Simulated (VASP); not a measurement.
# Mo3W in VASP: single point with PBE

Aim: the single point of Mo3W with PBE.

Program: VASP 6.6.1. These are calculated values, not measurements. Logs are shortened: lines on timing, memory, paths and dates and some standing lists are left out, and cuts for length are marked.

## 1. The cell of the first run

The typed cell holds 8 atoms: a = 3.172 Å, b = 4.477 Å, c = 8.947 Å, α = 90.00°, β = 90.00°, γ = 90.00°.

## 2. Single point, PBE

INCAR

```
SYSTEM = Mo3W
PREC = Accurate
ENCUT = 500
EDIFF = 1E-6
ISMEAR = 0
SIGMA = 0.2
LREAL = .False.
LASPH = .True.
NELM = 120
ALGO = Normal
ISIF = 2
LWAVE = .False.
LCHARG = .True.
GGA = PE
LELF = .True.
LVHAR = .True.
NBANDS = 66
GGA_COMPAT = .False.
```

KPOINTS

```
regular mesh
0
Gamma
  8 6 4
  0 0 0
```

POSCAR

```
Mo3W
1.0
   -0.0000177400     -0.0000598377     -3.1720715754
    0.0000072775     -4.4771730093      0.0000541945
   -8.9469790042     -0.0000102196     -0.0001032214
Mo W
6 2
Direct
    0.0000395463      0.4999953861      0.9999982864
    0.0000274543      0.5000045529      0.4999989290
    0.4999714813      1.0000000363      0.5000002269
    0.4999901240     -0.0000049299      0.0000025328
   -0.0000320125      1.0000027356      0.7499985296
    0.0000111153      1.0000045681      0.2500035766
    0.4999825914      0.4999902675      0.7499988664
    0.5000097000      0.5000073834      0.2499990522
```

Potentials or basis: VASP PAW PBE potentials, release 64 (Mo_sv, W_sv).

On the command line:

```bash
cat potpaw_PBE.64/Mo_sv/POTCAR potpaw_PBE.64/W_sv/POTCAR > POTCAR
mpirun -np 1 vasp_std > vasp.out
```

OUTCAR:

```text
SYSTEM = Mo3W
   PREC = Accurate
   ENCUT = 500
   EDIFF = 1E-6
   ISMEAR = 0
   LREAL = .False.
   LASPH = .True.
   NELM = 120
   ISIF = 2
   GGA = PE

 ion  position               nearest neighbor table
   1  0.000  0.500  1.000-   7 2.74   8 2.74   8 2.74   7 2.74   4 2.74   4 2.74   4 2.74   4 2.74
                             5 3.16   6 3.16   5 3.16   6 3.16
   2  0.000  0.500  0.500-   7 2.74   8 2.74   8 2.74   7 2.74   3 2.74   3 2.74   3 2.74   3 2.74
                             6 3.16   6 3.16   5 3.16   5 3.16
   3  0.500  0.000  0.500-   6 2.74   5 2.74   5 2.74   6 2.74   2 2.74   2 2.74   2 2.74   2 2.74
                             7 3.16   8 3.16   7 3.16   8 3.16
   4  0.500  1.000  0.000-   6 2.74   5 2.74   6 2.74   5 2.74   1 2.74   1 2.74   1 2.74   1 2.74
                             8 3.16   7 3.16   8 3.16   7 3.16
   5  1.000  0.000  0.750-   4 2.74   3 2.74   3 2.74   4 2.74   7 2.74   7 2.74   7 2.74   7 2.74
                             1 3.16   2 3.16   2 3.16   1 3.16
   6  0.000  0.000  0.250-   3 2.74   4 2.74   3 2.74   4 2.74   8 2.74   8 2.74   8 2.74   8 2.74
                             2 3.16   2 3.16   1 3.16   1 3.16
   7  0.500  0.500  0.750-   1 2.74   2 2.74   2 2.74   1 2.74   5 2.74   5 2.74   5 2.74   5 2.74
                             3 3.16   4 3.16   3 3.16   4 3.16
   8  0.500  0.500  0.250-   2 2.74   1 2.74   1 2.74   2 2.74   6 2.74   6 2.74   6 2.74   6 2.74
                             4 3.16   3 3.16   4 3.16   3 3.16

  LATTYP: Found a simple monoclinic cell.
 ALAT       =     3.1720715760
 B/A-ratio  =     1.4114350519
 C/A-ratio  =     2.8205476423
 COS(beta)  =    -0.0000171296

  Lattice vectors:

 A1 = (  -0.0000177400,  -0.0000598377,  -3.1720715754)
 A2 = (  -0.0000072775,   4.4771730093,  -0.0000541945)
 A3 = (   8.9469790042,   0.0000102196,   0.0001032214)

Analysis of symmetry for initial positions (statically):
=====================================================================
 Subroutine PRICEL returns:
 Original cell was already a primitive cell.

 Routine SETGRP: Setting up the symmetry group for a
 simple monoclinic supercell.

 Subroutine GETGRP returns: Found  1 space group operations
 (whereof  1 operations were pure point group operations)
 out of a pool of  4 trial point group operations.

The static configuration has the point symmetry C_1 .

Analysis of symmetry for dynamics (positions and initial velocities):
=====================================================================
 Subroutine PRICEL returns:
 Original cell was already a primitive cell.

 Routine SETGRP: Setting up the symmetry group for a
 simple monoclinic supercell.

 Subroutine GETGRP returns: Found  1 space group operations
 (whereof  1 operations were pure point group operations)
 out of a pool of  4 trial point group operations.

The dynamic configuration has the point symmetry C_1 .

 Subroutine INISYM returns: Found  1 space group operations
 (whereof  1 operations are pure point group operations),
 and found     1 'primitive' translations

----------------------------------------------------------------------------------------

                                     Primitive cell

  volume of cell :     127.0642

  direct lattice vectors                    reciprocal lattice vectors
    -0.000017740 -0.000059838 -3.172071575     0.000003637 -0.000003816 -0.315251398
     0.000007278 -4.477173009  0.000054194     0.000000255 -0.223355228  0.000004213
    -8.946979004 -0.000010220 -0.000103221    -0.111769570 -0.000000182  0.000000625

  length of vectors
     3.172071576  4.477173010  8.946979005     0.315251398  0.223355228  0.111769570

  position of ions in fractional coordinates (direct lattice)
     0.000039546  0.499995386  0.999998286
     0.000027454  0.500004553  0.499998929
     0.499971481  0.000000036  0.500000227
     0.499990124  0.999995070  0.000002533
     0.999967988  0.000002736  0.749998530
     0.000011115  0.000004568  0.250003577
     0.499982591  0.499990268  0.749998866
     0.500009700  0.500007383  0.249999052

  ion indices of the primitive-cell ions
   primitive index   ion index
                 1           1
                 2           2
                 3           3
                 4           4
                 5           5
                 6           6
                 7           7
                 8           8

----------------------------------------------------------------------------------------

 KPOINTS: regular mesh

Automatic generation of k-mesh.
 Grid dimensions read from file:
 generate k-points for:    8    6    4

 Generating k-lattice:

  Cartesian coordinates                     Fractional coordinates (reciprocal lattice)
     0.000000455 -0.000000477 -0.039406425     0.125000000 -0.000000000  0.000000000
     0.000000043 -0.037225871  0.000000702     0.000000000  0.166666667  0.000000000
    -0.027942393 -0.000000045  0.000000156     0.000000000 -0.000000000  0.250000000

  Length of vectors
     0.039406425  0.037225871  0.027942393

  Shift w.r.t. Gamma in fractional coordinates (k-lattice)
     0.000000000  0.000000000  0.000000000

 Subroutine IBZKPT returns following result:
 ===========================================

 Found    100 irreducible k-points:

 Following reciprocal coordinates:
            Coordinates               Weight
  0.000000  0.000000  0.000000      1.000000
  0.125000  0.000000  0.000000      2.000000
  0.250000  0.000000  0.000000      2.000000
  0.375000  0.000000  0.000000      2.000000
  0.500000  0.000000  0.000000      1.000000
  0.000000  0.166667  0.000000      2.000000
[... 16 lines left out ...]
  0.125000  0.500000  0.000000      2.000000
  0.250000  0.500000 -0.000000      2.000000
 [... further k-points ...]
   k-points           NKPTS =    100   k-points in BZ     NKDIM =    100   number of bands    NBANDS=     66
   number of dos      NEDOS =    301   number of ions     NIONS =      8
   total plane-waves  NPLWV =  60480
   dimension x,y,z NGX =    24 NGY =   36 NGZ =   70
   dimension x,y,z NGXF=    48 NGYF=   72 NGZF=  140
   ions per type =               6   2
   NGX,Y,Z   is equivalent  to a cutoff of  12.58, 13.37, 13.01 a.u.
   NGXF,Y,Z  is equivalent  to a cutoff of  25.16, 26.73, 26.01 a.u.
 SYSTEM =  Mo3W
   PREC   = accura    normal or accurate (medium, high low for compatibility)
   ISTART =      0    job   : 0-new  1-cont  2-samecut
   ICHARG =      2    charge: 1-file 2-atom 10-const
   ISPIN  =      1    spin polarized calculation?
   LNONCOLLINEAR =      F non collinear calculations
   LSORBIT =      F    spin-orbit coupling
   LASPH  =      T    aspherical Exc in radial PAW
   ENCUT  =  500.0 eV  36.75 Ry    6.06 a.u.   5.78  8.16 16.31*2*pi/ulx,y,z
   NELM   =    120;   NELMIN=  2; NELMDL= -5     # of ELM steps
   EDIFF  = 0.1E-05   stopping-criterion for ELM
   LREAL  =      F    real-space projection
   EDIFFG = 0.1E-04   stopping-criterion for IOM
   NSW    =      0    number of steps for IOM
   IBRION =     -1    ionic relax: 0-MD 1-quasi-New 2-CG
   NFREE  =      0    steps in history (QN), initial steepest desc. (CG)
   ISIF   =      2    stress and relaxation
   ISYM   =      2    0-nonsym 1-usesym 2-fastsym
   POTIM  = 0.5000    time-step for ionic-motion
   TEBEG  =    0.0;   TEEND  =   0.0 temperature during run
   PSTRESS=    0.0 pullay stress
   NELECT =     112.0000    total number of electrons
   NUPDOWN=      -1.0000    fix difference up-down
   EMIN   =  10.00;   EMAX   =-10.00  energy-range for DOS
   EFERMI =   0.00;   METHOD = LEGACY
   ISMEAR =     0;   SIGMA  =   0.20  broadening in eV -4-tet -1-fermi 0-gaus
   EFERMI_NEDOS =   21; number of points for ismear=-14 and -15
   IALGO  =     38    algorithm
   IMIX   =      4    mixing-type and parameters
     AMIX     =   0.40;   BMIX     =  1.00
     AMIX_MAG =   1.60;   BMIX_MAG =  1.00
  volume/ion in A,a.u.               =      15.88       107.18
  Fermi-wavevector in a.u.,A,eV,Ry     =   1.569663  2.966233 33.522604  2.463842
  Thomas-Fermi vector in A             =   2.671512
   LORBIT       =      0    0 simple, 1 ext, 2 COOP (PROOUT), +10 PAW based schemes
   GGA     = PE    functional components
   LHFCALC =     F    Hartree Fock is set to
   AEXX    =    0.0000 exact exchange contribution
   IVDW    =     0    specifies the selected vdW correction
   LEPSILON=     F    determine dielectric tensor
   LRPA    =     F    only Hartree local field effects (RPA)
 non-spin polarized calculation
 Gauss-broadening in eV      SIGMA  =   0.20
  energy-cutoff  :      500.00
  volume of cell :      127.06
 maximum number of plane-waves:      3264
   NGX = 11   NGY = 17   NGZ = 33

 number of electron     112.0000004 magnetization

 Free energy of the ion-electron system (eV)
  ---------------------------------------------------
  ext. energy  EPLUGINS =         0.00000000
  ---------------------------------------------------
  free energy    TOTEN  =       -91.58691659 eV

  energy without entropy =      -91.49631561  energy(sigma->0) =      -91.54161610

 E-fermi :  12.0873     XC(G=0): -13.3854

 val. band max:       12.0837419419   @ k =   0.1250   0.3333  -0.2500
 cond. band min:      12.0940660560   @ k =   0.0000   0.1667  -0.2500
 fundamental gap:      0.0103241141
 Fermi energy:        12.0873253391

 k-point     1 :       0.0000    0.0000    0.0000
  band No.  band energies     occupation
      1     -62.0184      2.00000
      2     -62.0183      2.00000
      3     -49.1168      2.00000
      4     -49.0708      2.00000
      5     -48.9025      2.00000
      6     -48.8827      2.00000
[... 58 lines left out ...]
     65      13.8525      0.00000
     66      13.8699      0.00000

 k-point     2 :       0.1250    0.0000    0.0000
  band No.  band energies     occupation
      1     -62.0171      2.00000
      2     -62.0170      2.00000
      3     -49.1035      2.00000
      4     -49.0609      2.00000
      5     -48.8998      2.00000
      6     -48.8800      2.00000
[... 1507 lines left out ...]
     65      13.8509      0.00000
     66      13.9060      0.00000

 k-point    24 :       0.2500    0.5000   -0.0000
  band No.  band energies     occupation
      1     -62.0139      2.00000
      2     -62.0137      2.00000
      3     -49.0351      2.00000
      4     -48.9951      2.00000
      5     -48.8937      2.00000
      6     -48.8933      2.00000
[... 58 lines left out ...]
     65      14.3707      0.00000
     66      14.4786      0.00000

 [... further k-points ...]
[... 5 lines left out ...]
  --------------------------------------------------------------------------------------
  -------------------------------------------------------------------------------------
  Total        0.4344922      0.4180611      0.4075745      0.0000604     -0.0005874     -0.0016084
  in kB        5.4785965      5.2714130      5.1391852      0.0007617     -0.0074069     -0.0202801
  external PRESSURE =       5.2963982 kB  Pullay stress =       0.0000000 kB

 VOLUME and BASIS-vectors are now :
 -----------------------------------------------------------------------------
  energy-cutoff  :      500.00
  volume of cell :      127.06
      direct lattice vectors                 reciprocal lattice vectors
    -0.000017740 -0.000059838 -3.172071575     0.000003637 -0.000003816 -0.315251398
     0.000007278 -4.477173009  0.000054194     0.000000255 -0.223355228  0.000004213
    -8.946979004 -0.000010220 -0.000103221    -0.111769570 -0.000000182  0.000000625

 POSITION                                       TOTAL-FORCE (eV/Angst)
 -----------------------------------------------------------------------------------
     -8.94696     -2.23858     -0.00020        -0.000337     -0.000248      0.001110
     -4.47348     -2.23861     -0.00011        -0.000010      0.000144      0.000935
     -4.47350     -0.00004     -1.58600         0.000105     -0.000104     -0.000682
     -0.00002     -4.47718     -1.58595         0.000211     -0.000105     -0.000348
     -6.71024     -0.00008     -3.17205        -0.000248      0.000522     -0.000605
     -2.23678     -0.00002     -0.00006         0.000523      0.000020      0.000260
     -6.71023     -2.23858     -1.58603        -0.000114     -0.000611     -0.000480
     -2.23674     -2.23865     -1.58607        -0.000130      0.000383     -0.000190
 -----------------------------------------------------------------------------------
    total drift:                               -0.000001     -0.000001     -0.000001

  FREE ENERGIE OF THE ION-ELECTRON SYSTEM (eV)
  ---------------------------------------------------
  free  energy   TOTEN  =       -91.5869165879 eV

  energy  without entropy=      -91.4963156138  energy(sigma->0) =      -91.54161610
```

Wall time 8.1 min (1 thread of Intel Xeon Platinum 8488C (Sapphire Rapids), shared host); peak memory 0.64 GiB.

Results:

* Free energy: -91.5869 eV
* Pressure: 0.5 GPa
* Band gap on the k mesh: zero (bands 56 and 57 overlap by 1.96 eV)

Caveat: spin-orbit coupling is left out, which moves the levels of the heavy elements.
